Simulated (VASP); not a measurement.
Here is a VASP 6.6.1 calculation.

File INCAR:

```
SYSTEM = W
PREC = Accurate ; ENCUT = 520
EDIFF = 1E-6 ; ISMEAR = 0
SIGMA = 0.1 ; LREAL = .FALSE.
LASPH = .TRUE. ; NELM = 100
ALGO = Normal ; ISIF = 2
LWAVE = .FALSE. ; LCHARG = .TRUE.
GGA = PE ; IVDW = 12
LELF = .TRUE. ; LVHAR = .TRUE.
NBANDS = 13
```

File KPOINTS:

```
Automatic mesh
0
G
  18 18 18
  0 0 0
```

The input POSCAR:

```
W
1.0
   -1.5796804374      1.5796804374      1.5796804374
    1.5796804374     -1.5796804374      1.5796804374
    1.5796804374      1.5796804374     -1.5796804374
W
1
Direct
    0.0000000000      0.0000000000      0.0000000000
```

Potentials or basis: VASP PAW PBE potentials, release 64 (W_sv).

Launch:

```console
$ cat potpaw_PBE.64/W_sv/POTCAR > POTCAR
$ mpirun -np 1 vasp_std > vasp.out
```

**Question.** Estimate the pressure.

**Answer.** 0.6 GPa.

**Question.** Predict the dispersion energy per atom.

**Answer.** -0.699 eV.

**Question.** Predict the band gap on the k mesh.

**Answer.** Zero (band 7 reaches 16.73 eV, above the bottom of band 8 at 10.28 eV).

Caveat: spin-orbit coupling is left out, which moves the levels of the heavy elements; pairwise dispersion overbinds metals, which lowers pressure and volume.
